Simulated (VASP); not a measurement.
Crystal: ZnS (kpbe).

```xyz
2
Lattice="0.0000 2.6937 2.6937 2.6937 0.0000 2.6937 2.6937 2.6937 0.0000" Properties=species:S:1:pos:R:3 pbc="T T T"
Zn    0.0000    0.0000    0.0000
S     4.0405    4.0405    4.0405
```

- Program: VASP 6.6.1
- Task: relaxation of cell and atoms
- Functional: PBE
- Potentials or basis: VASP PAW PBE potentials, release 64 (Zn, S)
- Cutoff: 600 eV
- k mesh: 10 × 10 × 10
- Occupations: gaussian, width 0.02 eV
- Spin: no spin polarisation

At the start: pressure 2.5 GPa; volume 19.55 Å³/atom.

Question: Where does the relaxation end?

Answer: Over 5 steps the energy falls by 4.9 meV/atom and the volume is 20.21 Å³/atom (+3.4 %); space group F-43m (No. 216, to 0.05 Å).

Step by step:
```tsv
step	energy change (eV)	largest force (eV/Å)	pressure (GPa)	volume (Å³)
1	0.0000	0.0000	2.51	39.09
2	-0.0088	0.0000	-0.73	40.85
3	-0.0099	0.0000	0.07	40.40
4	-0.0099	0.0000	-0.03	40.44
5	-0.0099	0.0000	-0.01	40.42
```

Final structure:
```
CELL_PARAMETERS angstrom
0.00000 2.72380 2.72380
2.72380 0.00000 2.72380
2.72380 2.72380 0.00000
ATOMIC_POSITIONS crystal
Zn 0.00000 0.00000 0.00000
S 0.75000 0.75000 0.75000
```
